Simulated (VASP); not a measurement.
# SnO (Cmcm) in VASP: single point with PBEsol

Aim: the single point of SnO with PBEsol.

Everything below comes from runs of VASP 6.6.1. Logs are shortened: lines on timing, memory, paths and dates and some standing lists are left out, and cuts for length are marked.

## (1) The cell of the first run

The structure is orthorhombic, space group Cmcm (No. 63). Conventional cell: a = 3.332 Å, b = 12.695 Å, c = 3.362 Å, α = 90.00°, β = 90.00°, γ = 90.00°. Sn (site symmetry m2m) has 5 O at 2.13 to 2.44 Å within 2.8 Å. O (site symmetry m2m) has 5 Sn at 2.13 to 2.44 Å and 4 O at 2.82 Å within 2.9 Å.

## (2) Single point, PBEsol

Input file INCAR:

```
PREC = Accurate
ENCUT = 1340
EDIFF = 1E-6
ISMEAR = -1
SIGMA = 0.03
LREAL = False
LASPH = True
NELM = 120
ALGO = Normal
ISIF = 2
LWAVE = False
LCHARG = True
GGA = PS
LELF = True
LVHAR = True
NBANDS = 28
GGA_COMPAT = False
```

Input file KPOINTS:

```
regular mesh
0
Gamma
  6 6 6
```

Input file POSCAR:

```
SnO
1.0
    1.6662375822     -6.3473705921      0.0000000000
    1.6662375822      6.3473705921      0.0000000000
    0.0000000000      0.0000000000      3.3619002362
Sn O
2 2
Direct
    0.3576096419      0.6423903581      0.7500000000
    0.6423903581      0.3576096419      0.2500000000
    0.8102404130      0.1897595870      0.2500000000
    0.1897595870      0.8102404130      0.7500000000
```

Potentials or basis: VASP PAW PBE potentials, release 64 (Sn_d, O_h).

On the command line:

```console
$ cat potpaw_PBE.64/Sn_d/POTCAR potpaw_PBE.64/O_h/POTCAR > POTCAR
$ mpirun -np 1 vasp_std > vasp.out
```

OUTCAR:

```text
PREC = Accurate
   ENCUT = 1340
   EDIFF = 1E-6
   ISMEAR = -1
   LREAL = False
   LASPH = True
   NELM = 120
   ISIF = 2
   GGA = PS

 ion  position               nearest neighbor table
   1  0.358  0.642  0.750-   4 2.13   3 2.44   3 2.44   3 2.44   3 2.44   2 3.61   2 3.61   2 3.61
                             2 3.61
   2  0.642  0.358  0.250-   3 2.13   4 2.44   4 2.44   4 2.44   4 2.44   1 3.61   1 3.61   1 3.61
                             1 3.61
   3  0.810  0.190  0.250-   2 2.13   1 2.44   1 2.44   1 2.44   1 2.44
   4  0.190  0.810  0.750-   1 2.13   2 2.44   2 2.44   2 2.44   2 2.44

  LATTYP: Found a base centered orthorhombic cell.
 ALAT       =     3.3324751644
 B/A-ratio  =     3.8094030887
 C/A-ratio  =     1.0088297948

  Lattice vectors:

 A1 = (   1.6662375822,  -6.3473705921,   0.0000000000)
 A2 = (   1.6662375822,   6.3473705921,   0.0000000000)
 A3 = (   0.0000000000,   0.0000000000,   3.3619002362)

Analysis of symmetry for initial positions (statically):
=====================================================================
 Subroutine PRICEL returns:
 Original cell was already a primitive cell.

 Routine SETGRP: Setting up the symmetry group for a
 base centered orthorhombic supercell.

 Subroutine GETGRP returns: Found  8 space group operations
 (whereof  4 operations were pure point group operations)
 out of a pool of  8 trial point group operations.

The static configuration has the point symmetry C_2h.
 The point group associated with its full space group is D_2h.

Analysis of symmetry for dynamics (positions and initial velocities):
=====================================================================
 Subroutine PRICEL returns:
 Original cell was already a primitive cell.

 Routine SETGRP: Setting up the symmetry group for a
 base centered orthorhombic supercell.

 Subroutine GETGRP returns: Found  8 space group operations
 (whereof  4 operations were pure point group operations)
 out of a pool of  8 trial point group operations.

The dynamic configuration has the point symmetry C_2h.
 The point group associated with its full space group is D_2h.

 Subroutine INISYM returns: Found  8 space group operations
 (whereof  4 operations are pure point group operations),
 and found     1 'primitive' translations

----------------------------------------------------------------------------------------

                                     Primitive cell

  volume of cell :      71.1124

  direct lattice vectors                    reciprocal lattice vectors
     1.666237582 -6.347370592  0.000000000     0.300077255 -0.078772776  0.000000000
     1.666237582  6.347370592  0.000000000     0.300077255  0.078772776  0.000000000
     0.000000000  0.000000000  3.361900236     0.000000000  0.000000000  0.297450825

  length of vectors
     6.562427989  6.562427989  3.361900236     0.310244273  0.310244273  0.297450825

  position of ions in fractional coordinates (direct lattice)
     0.357609642  0.642390358  0.750000000
     0.642390358  0.357609642  0.250000000
     0.810240413  0.189759587  0.250000000
     0.189759587  0.810240413  0.750000000

  ion indices of the primitive-cell ions
   primitive index   ion index
                 1           1
                 2           2
                 3           3
                 4           4

----------------------------------------------------------------------------------------

 KPOINTS: regular mesh

Automatic generation of k-mesh.
 Grid dimensions read from file:
 generate k-points for:    6    6    6

 Generating k-lattice:

  Cartesian coordinates                     Fractional coordinates (reciprocal lattice)
     0.050012876 -0.013128796  0.000000000     0.166666667  0.000000000  0.000000000
     0.050012876  0.013128796  0.000000000     0.000000000  0.166666667  0.000000000
     0.000000000  0.000000000  0.049575138     0.000000000  0.000000000  0.166666667

  Length of vectors
     0.051707379  0.051707379  0.049575138

  Shift w.r.t. Gamma in fractional coordinates (k-lattice)
     0.000000000  0.000000000  0.000000000

 Subroutine IBZKPT returns following result:
 ===========================================

 Found     52 irreducible k-points:

 Following reciprocal coordinates:
            Coordinates               Weight
  0.000000  0.000000  0.000000      1.000000
  0.166667  0.000000  0.000000      4.000000
  0.333333  0.000000  0.000000      4.000000
  0.500000  0.000000  0.000000      2.000000
  0.166667  0.166667  0.000000      2.000000
  0.333333  0.166667  0.000000      4.000000
[... 16 lines left out ...]
  0.333333  0.333333  0.166667      4.000000
  0.500000  0.333333  0.166667      8.000000
 [... further k-points ...]
   k-points           NKPTS =     52   k-points in BZ     NKDIM =     52   number of bands    NBANDS=     28
   number of dos      NEDOS =    301   number of ions     NIONS =      4
   total plane-waves  NPLWV = 256000
   dimension x,y,z NGX =    80 NGY =   80 NGZ =   40
   dimension x,y,z NGXF=   160 NGYF=  160 NGZF=   80
   ions per type =               2   2
   NGX,Y,Z   is equivalent  to a cutoff of  20.27, 20.27, 19.78 a.u.
   NGXF,Y,Z  is equivalent  to a cutoff of  40.53, 40.53, 39.56 a.u.
 SYSTEM =  unknown system
   PREC   = accura    normal or accurate (medium, high low for compatibility)
   ISTART =      0    job   : 0-new  1-cont  2-samecut
   ICHARG =      2    charge: 1-file 2-atom 10-const
   ISPIN  =      1    spin polarized calculation?
   LNONCOLLINEAR =      F non collinear calculations
   LSORBIT =      F    spin-orbit coupling
   LASPH  =      T    aspherical Exc in radial PAW
   ENCUT  = 1340.0 eV  98.49 Ry    9.92 a.u.  19.59 19.59 10.03*2*pi/ulx,y,z
   NELM   =    120;   NELMIN=  2; NELMDL= -5     # of ELM steps
   EDIFF  = 0.1E-05   stopping-criterion for ELM
   LREAL  =      F    real-space projection
[... 7 lines left out ...]
   TEBEG  =    0.0;   TEEND  =   0.0 temperature during run
   PSTRESS=    0.0 pullay stress
   NELECT =      40.0000    total number of electrons
   NUPDOWN=      -1.0000    fix difference up-down
   EMIN   =  10.00;   EMAX   =-10.00  energy-range for DOS
   EFERMI =   0.00;   METHOD = LEGACY
   ISMEAR =    -1;   SIGMA  =   0.03  broadening in eV -4-tet -1-fermi 0-gaus
   EFERMI_NEDOS =   21; number of points for ismear=-14 and -15
   IALGO  =     38    algorithm
   IMIX   =      4    mixing-type and parameters
     AMIX     =   0.40;   BMIX     =  1.00
     AMIX_MAG =   1.60;   BMIX_MAG =  1.00
  volume/ion in A,a.u.               =      17.78       119.97
  Fermi-wavevector in a.u.,A,eV,Ry     =   1.351387  2.553750 24.847584  1.826246
  Thomas-Fermi vector in A             =   2.478813
   LORBIT       =      0    0 simple, 1 ext, 2 COOP (PROOUT), +10 PAW based schemes
   GGA     = PS    functional components
   LHFCALC =     F    Hartree Fock is set to
   AEXX    =    0.0000 exact exchange contribution
   IVDW    =     0    specifies the selected vdW correction
   LEPSILON=     F    determine dielectric tensor
   LRPA    =     F    only Hartree local field effects (RPA)
 non-spin polarized calculation
  energy-cutoff  :     1340.00
  volume of cell :       71.11
 maximum number of plane-waves:      7947
 NGX is ok and might be reduce to    80
   NGX = 39   NGY = 39   NGZ = 21

 number of electron      40.0000000 magnetization

 Free energy of the ion-electron system (eV)
  ---------------------------------------------------
  ext. energy  EPLUGINS =         0.00000000
  ---------------------------------------------------
  free energy    TOTEN  =       -23.59375422 eV

  energy without entropy =      -23.59375422  energy(sigma->0) =      -23.59375422

 E-fermi :   6.8565     XC(G=0): -10.3767

 val. band max:        6.2592014781   @ k =   0.3333   0.1667   0.0000
 cond. band min:       7.4560183770   @ k =   0.3333   0.1667   0.0000
 fundamental gap:      1.1968168989
 Fermi energy:         6.8564865419

 k-point     1 :       0.0000    0.0000    0.0000
  band No.  band energies     occupation
      1     -14.7663      2.00000
      2     -14.6212      2.00000
      3     -14.6019      2.00000
      4     -14.4526      2.00000
      5     -14.4164      2.00000
      6     -14.4030      2.00000
[... 20 lines left out ...]
     27      15.3414      0.00000
     28      15.5895      0.00000

 k-point     2 :       0.1667    0.0000    0.0000
  band No.  band energies     occupation
      1     -14.7340      2.00000
      2     -14.5906      2.00000
      3     -14.5744      2.00000
      4     -14.4654      2.00000
      5     -14.4342      2.00000
      6     -14.4270      2.00000
[... 20 lines left out ...]
     27      15.5971      0.00000
     28      17.0094      0.00000

 k-point     3 :       0.3333    0.0000    0.0000
  band No.  band energies     occupation
      1     -14.6698      2.00000
      2     -14.5502      2.00000
      3     -14.5285      2.00000
      4     -14.5010      2.00000
      5     -14.4695      2.00000
      6     -14.4668      2.00000
[... 20 lines left out ...]
     27      14.4747      0.00000
     28      17.0006      0.00000

 k-point     4 :       0.5000    0.0000    0.0000
  band No.  band energies     occupation
      1     -14.6076      2.00000
      2     -14.6051      2.00000
      3     -14.5002      2.00000
      4     -14.5002      2.00000
      5     -14.4867      2.00000
      6     -14.4860      2.00000
[... 578 lines left out ...]
     27      14.8741      0.00000
     28      16.8317      0.00000

 k-point    23 :       0.3333    0.3333    0.1667
  band No.  band energies     occupation
      1     -14.7053      2.00000
      2     -14.6088      2.00000
      3     -14.5051      2.00000
      4     -14.4974      2.00000
      5     -14.4519      2.00000
      6     -14.4421      2.00000
[... 20 lines left out ...]
     27      14.4427      0.00000
     28      17.4438      0.00000

 k-point    24 :       0.5000    0.3333    0.1667
  band No.  band energies     occupation
      1     -14.7250      2.00000
      2     -14.5634      2.00000
      3     -14.5470      2.00000
      4     -14.5113      2.00000
      5     -14.4355      2.00000
      6     -14.4321      2.00000
[... 20 lines left out ...]
     27      15.7478      0.00000
     28      17.4937      0.00000

 [... further k-points ...]
[... 5 lines left out ...]
  --------------------------------------------------------------------------------------
  -------------------------------------------------------------------------------------
  Total        0.0596197      0.1039234      0.0622944      0.0000000      0.0000000      0.0000000
  in kB        1.3432445      2.3414157      1.4035043      0.0000000      0.0000000      0.0000000
  external PRESSURE =       1.6960548 kB  Pullay stress =       0.0000000 kB

 VOLUME and BASIS-vectors are now :
 -----------------------------------------------------------------------------
  energy-cutoff  :     1340.00
  volume of cell :       71.11
      direct lattice vectors                 reciprocal lattice vectors
     1.666237582 -6.347370592  0.000000000     0.300077255 -0.078772776  0.000000000
     1.666237582  6.347370592  0.000000000     0.300077255  0.078772776  0.000000000
     0.000000000  0.000000000  3.361900236     0.000000000  0.000000000  0.297450825

 POSITION                                       TOTAL-FORCE (eV/Angst)
 -----------------------------------------------------------------------------------
      1.66624      1.80761      2.52143         0.000000     -0.057870      0.000000
      1.66624     -1.80761      0.84048         0.000000      0.057870     -0.000000
      1.66624     -3.93842      0.84048         0.000000     -0.011481     -0.000000
      1.66624      3.93842      2.52143         0.000000      0.011481      0.000000
 -----------------------------------------------------------------------------------
    total drift:                                0.000000      0.000000      0.000000

  FREE ENERGIE OF THE ION-ELECTRON SYSTEM (eV)
  ---------------------------------------------------
  free  energy   TOTEN  =       -23.5937542249 eV

  energy  without entropy=      -23.5937542248  energy(sigma->0) =      -23.59375422
```

Wall time 5.5 min (1 thread of Intel Xeon 6975P-C (Granite Rapids), shared host); peak memory 0.74 GiB.

Results:

| Item | Value |
| --- | --- |
| Free energy | -23.5938 eV |
| Pressure | 0.2 GPa |
| Largest force | 0.058 eV/Å |
| Band gap on the k mesh | 1.20 eV |

Forces on the atoms (eV/Å):
```
Sn   0.000 -0.058  0.000
Sn   0.000  0.058  0.000
O    0.000 -0.011  0.000
O    0.000  0.011  0.000
```

Caveat: the PAW data sets were made with another functional, which shifts forces and pressure a little; spin-orbit coupling is left out, which moves the levels of the heavy elements. A k mesh can miss the band edges.
